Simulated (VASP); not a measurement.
Crystal: PbF2.

```
Pb F
1.0
     0.00000    2.96366    2.96366
     2.96366    0.00000    2.96366
     2.96366    2.96366    0.00000
Pb F
1 2
Cartesian
  0.0000 0.0000 0.0000
  4.4455 4.4455 4.4455
  1.4818 1.4818 1.4818
```

```yaml
Program: VASP 6.6.1
Task: relaxation of cell and atoms
Functional: LDA
Potentials_or_basis: VASP PAW LDA potentials, release 64 (Pb_d, F)
Cutoff: 600 eV
k_mesh: 8 × 8 × 8
Occupations: fermi-dirac, width 0.05 eV
Spin: no spin polarisation
```

At the start: pressure -4.6 GPa; volume 17.35 Å³/atom.

Problem. Where does the relaxation end?

Solution. Over 3 steps the energy falls by 15.3 meV/atom and the volume is 16.34 Å³/atom (-5.8 %); space group Fm-3m (No. 225, to 0.1 Å) before and after.

Step by step:
```csv
step,energy change (eV),largest force (eV/Å),pressure (GPa),volume (Å³)
1,0.0000,0.0000,-4.58,52.06
2,-0.0437,0.0000,1.16,48.41
3,-0.0459,0.0000,0.01,49.03
```

Final structure:
```cif
data_structure
_symmetry_space_group_name_H-M 'P 1'
_symmetry_Int_Tables_number 1
_cell_length_a 4.1082
_cell_length_b 4.1082
_cell_length_c 4.1082
_cell_angle_alpha 60.000
_cell_angle_beta 60.000
_cell_angle_gamma 60.000
_cell_volume 49.03
loop_
_atom_site_label
_atom_site_type_symbol
_atom_site_fract_x
_atom_site_fract_y
_atom_site_fract_z
_atom_site_occupancy
Pb1 Pb 0.00000 0.00000 0.00000 1
F1 F 0.75000 0.75000 0.75000 1
F2 F 0.25000 0.25000 0.25000 1
```
